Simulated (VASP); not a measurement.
# Ti (P6_3/mmc) in VASP: notebook, part 2 of 2

VASP 6.6.1. Earlier steps stand in the parts before.

### Step 4. Relaxation of shape and atoms at fixed volume, PBE (18.43 Å³/atom)

This run uses another cell than the first one, of 18.43 Å³/atom.

INCAR reads:

```
SYSTEM = Ti
PREC = Accurate
ENCUT = 600
EDIFF = 1E-6
ISMEAR = 0
SIGMA = 0.1
LREAL = .FALSE.
LASPH = .TRUE.
NELM = 60
ALGO = Fast
ISIF = 4
LWAVE = .FALSE.
LCHARG = .FALSE.
GGA = PE
IBRION = 2
NSW = 50
EDIFFG = -0.01
```

KPOINTS reads:

```
regular mesh
0
G
  18 18 10
  0 0 0
```

POSCAR reads:

```
Ti
1.0
    2.9962159955      0.0000000000      0.0000000000
   -1.4981079978      2.5947991673      0.0000000000
    0.0000000000      0.0000000000      4.7416351835
Ti
2
Direct
    0.3333333333      0.6666666667      0.2500000000
    0.6666666667      0.3333333333      0.7500000000
```

Potentials or basis: VASP PAW PBE potentials, release 64 (Ti_sv).

Command:

```console
cat potpaw_PBE.64/Ti_sv/POTCAR > POTCAR
mpirun -np 1 vasp_std > vasp.out
```

OUTCAR:

```text
SYSTEM = Ti
   PREC = Accurate
   ENCUT = 600
   EDIFF = 1E-6
   ISMEAR = 0
   LREAL = .FALSE.
   LASPH = .TRUE.
   NELM = 60
   ISIF = 4
   GGA = PE
   IBRION = 2
   NSW = 50
   EDIFFG = -0.01

 ion  position               nearest neighbor table
   1  0.333  0.667  0.250-
   2  0.667  0.333  0.750-

  LATTYP: Found a hexagonal cell.
 ALAT       =     2.9962159955
 C/A-ratio  =     1.5825411755

  Lattice vectors:

 A1 = (   2.9962159955,   0.0000000000,   0.0000000000)
 A2 = (  -1.4981079978,   2.5947991673,   0.0000000000)
 A3 = (   0.0000000000,   0.0000000000,   4.7416351835)

Analysis of symmetry for initial positions (statically):
=====================================================================
 Subroutine PRICEL returns:
 Original cell was already a primitive cell.

 Routine SETGRP: Setting up the symmetry group for a
 hexagonal supercell.

 Subroutine GETGRP returns: Found 24 space group operations
 (whereof 12 operations were pure point group operations)
 out of a pool of 24 trial point group operations.
[... 211 lines left out ...]

  energy without entropy =      -15.62443805  energy(sigma->0) =      -15.62958562

 E-fermi :   7.7311     XC(G=0): -11.2202

 val. band max:        7.7309338358   @ k =   0.1667   0.0000   0.0000
 cond. band min:       7.7321245819   @ k =   0.1667   0.0000   0.4000
 fundamental gap:      0.0011907461
 Fermi energy:         7.7311442338

 k-point     1 :       0.0000    0.0000    0.0000
  band No.  band energies     occupation
      1     -49.2419      2.00000
      2     -49.1341      2.00000
      3     -25.7699      2.00000
      4     -25.2327      2.00000
      5     -25.2327      2.00000
      6     -25.1851      2.00000
[... 433 lines left out ...]
      3     -25.5920      2.00000
      4     -25.5197      2.00000
      5     -25.4959      2.00000
      6     -25.3682      2.00000
[... 8 lines left out ...]
     15       8.8111      0.00000
     16      10.6056      0.00000

 [... further k-points ...]

------------------------ aborting loop because EDIFF is reached ----------------------------------------

  FORCE on cell =-STRESS in cart. coord.  units (eV):
  Direction    XX          YY          ZZ          XY          YZ          ZX
  --------------------------------------------------------------------------------------
  -------------------------------------------------------------------------------------
  Total       -1.3866940     -1.3866940     -1.4044405      0.0000000      0.0000000      0.0000000
  in kB      -60.2679207    -60.2679207    -61.0392105      0.0000000      0.0000000      0.0000000
  external PRESSURE =     -60.5250173 kB  Pullay stress =       0.0000000 kB

 VOLUME and BASIS-vectors are now :
 -----------------------------------------------------------------------------
  energy-cutoff  :      600.00
  volume of cell :       36.86
      direct lattice vectors                 reciprocal lattice vectors
     2.997114653  0.000000000  0.000000000     0.333654236  0.192635363  0.000000000
    -1.498557326  2.595577427  0.000000000    -0.000000000  0.385270726  0.000000000
    -0.000000000 -0.000000000  4.738792139     0.000000000  0.000000000  0.211024238

 POSITION                                       TOTAL-FORCE (eV/Angst)
 -----------------------------------------------------------------------------------
     -0.00000      1.73038      1.18470        -0.000000     -0.000000      0.000000
      1.49856      0.86519      3.55409         0.000000      0.000000      0.000000
 -----------------------------------------------------------------------------------
    total drift:                               -0.000000      0.000000     -0.000000

  FREE ENERGIE OF THE ION-ELECTRON SYSTEM (eV)
  ---------------------------------------------------
  free  energy   TOTEN  =       -15.6347331971 eV

  energy  without entropy=      -15.6244380460  energy(sigma->0) =      -15.62958562

 reached required accuracy - stopping structural energy minimisation
```

OSZICAR:

```text
N       E                     dE             d eps       ncg     rms          rms(c)
DAV:   1     0.261374181111E+03    0.26137E+03   -0.14650E+04  7104   0.201E+03
DAV:   2     0.113396747575E+02   -0.25003E+03   -0.24877E+03  7400   0.517E+02
DAV:   3    -0.165137250819E+02   -0.27853E+02   -0.27657E+02 13944   0.139E+02
[... 33 lines left out ...]
DAV:   1    -0.156348123374E+02   -0.99079E-04   -0.51619E-03  7760   0.103E+00    0.685E-02
RMM:   2    -0.156347528316E+02    0.59506E-04   -0.22148E-04  7963   0.177E-01    0.341E-02
RMM:   3    -0.156347311312E+02    0.21700E-04   -0.49561E-05  8888   0.781E-02    0.268E-03
RMM:   4    -0.156347325478E+02   -0.14167E-05   -0.17386E-05  8527   0.336E-02    0.188E-03
RMM:   5    -0.156347331971E+02   -0.64923E-06   -0.66638E-06  7034   0.191E-02
   2 F= -.15634733E+02 E0= -.15629586E+02  d E =-.191751E-04
```

CONTCAR:

```text
Ti
   1.00000000000000
     2.9971146527005343    0.0000000000019326    0.0000000000000000
    -1.4985573263986085    2.5955774272658756    0.0000000000000000
    -0.0000000000000000   -0.0000000000000000    4.7387921385902345
  Ti
     2
Direct
     0.3333333332999970    0.6666666667000030    0.2500000000000000
     0.6666666667000030    0.3333333332999970    0.7500000000000000

  0.00000000E+00  0.00000000E+00  0.00000000E+00
  0.00000000E+00  0.00000000E+00  0.00000000E+00
```

Run time: 4.3 min. Hardware: 1 thread of AMD EPYC 7R13, shared host; peak memory 0.27 GiB.

What came out:

```
Free energy               : -15.6347 eV
Energy gained by relaxing : 0.0 meV/atom
Ionic steps               : 2
Pressure after relaxing   : -6.1 GPa
Band gap on the k mesh    : zero (bands 12 and 13 overlap by 1.06 eV)
```

Final structure:
```
CELL_PARAMETERS angstrom
2.99711 0.00000 0.00000
-1.49856 2.59558 0.00000
0.00000 0.00000 4.73879
ATOMIC_POSITIONS crystal
Ti 0.33333 0.66667 0.25000
Ti 0.66667 0.33333 0.75000
```

Levels at points of the mesh, in eV from the Fermi level:
| k point | band 10 | band 11 | band 12 | band 13 | band 14 | band 15 |
| --- | --- | --- | --- | --- | --- | --- |
| (0.00, 0.00, 0.00) | -2.55 | 0.63 | 0.73 | 0.73 | 0.84 | 1.19 |
| (0.50, 0.00, 0.00) | -2.00 | -1.70 | -0.69 | 0.45 | 0.57 | 1.09 |
| (0.00, 0.00, 0.50) | -4.29 | 0.08 | 0.08 | 0.64 | 0.64 | 0.64 |
| (0.50, 0.00, 0.50) | -2.40 | -0.75 | -0.75 | 1.17 | 1.17 | 1.60 |

### Step 5. Single point, PBE

This run uses another cell than the first one, of 17.39 Å³/atom.

INCAR reads:

```
SYSTEM = Ti
PREC = Accurate ; ENCUT = 520
EDIFF = 1E-6 ; ISMEAR = 0
SIGMA = 0.1 ; LREAL = .False.
LASPH = .True. ; NELM = 80
ALGO = Normal ; ISIF = 2
LWAVE = .False. ; LCHARG = .False.
GGA = PE ; NBANDS = 19
```

KPOINTS reads:

```
Automatic mesh
0
Gamma
  18 18 10
  0 0 0
```

POSCAR reads:

```
Ti
1.0
    2.9385821061      0.0000000000      0.0000000000
   -1.4692910531      2.5448867550      0.0000000000
    0.0000000000      0.0000000000      4.6504271813
Ti
2
Direct
    0.3333333333      0.6666666667      0.2500000000
    0.6666666667      0.3333333333      0.7500000000
```

Command:

```console
cat potpaw_PBE.64/Ti_sv/POTCAR > POTCAR
mpirun -np 1 vasp_std > vasp.out
```

Wall time 2.6 min (1 thread of Intel Xeon 8259CL, shared host); peak memory 0.24 GiB.

It converged, with:

| Property | Result |
| --- | --- |
| Free energy | -15.6773 eV |
| Pressure | -0.2 GPa |
| Band gap on the k mesh | zero (bands 12 and 13 overlap by 1.10 eV) |

Levels at points of the mesh, in eV from the Fermi level:
```tsv
k point	band 9	band 10	band 11	band 12	band 13	band 14	band 15	band 16
(0.00, 0.00, 0.00)	-6.22	-2.70	0.76	0.76	0.76	0.88	1.26	1.26
(0.50, 0.00, 0.00)	-2.36	-2.16	-1.85	-0.64	0.47	0.62	1.17	3.32
(0.00, 0.00, 0.50)	-4.36	-4.36	0.08	0.08	0.67	0.67	0.67	0.67
(0.50, 0.00, 0.50)	-2.55	-2.55	-0.82	-0.82	1.31	1.31	1.71	1.71
```

### Step 6. The runs side by side

```csv
task,cell,cutoff (eV),gap on the mesh (eV),pressure (GPa)
relaxation of cell and atoms,"relaxed from a = 2.950, b = 2.950, c = 4.680 Å, angles 90.0, 90.0, 120.0°, 2 atoms",600,none,0.0
relaxation of shape and atoms at fixed volume,"relaxed from a = 2.968, b = 2.968, c = 4.696 Å, angles 90.0, 90.0, 120.0°, 2 atoms",600,none,-3.6
relaxation of shape and atoms at fixed volume,"relaxed from a = 2.996, b = 2.996, c = 4.742 Å, angles 90.0, 90.0, 120.0°, 2 atoms",600,none,-6.1
single point,"a = 2.939, b = 2.939, c = 4.650 Å, angles 90.0, 90.0, 120.0°, 2 atoms",520,none,-0.2
```

Alike in all rows: level PBE; potentials or basis VASP PAW PBE potentials, release 64 (Ti_sv); no spin polarisation; k mesh 18 × 18 × 10; smearing gaussian 0.1 eV.

Absolute energies hang on the potentials; compare differences alone.

The gap in the log of VASP goes by the Fermi energy; the results here count the filled bands.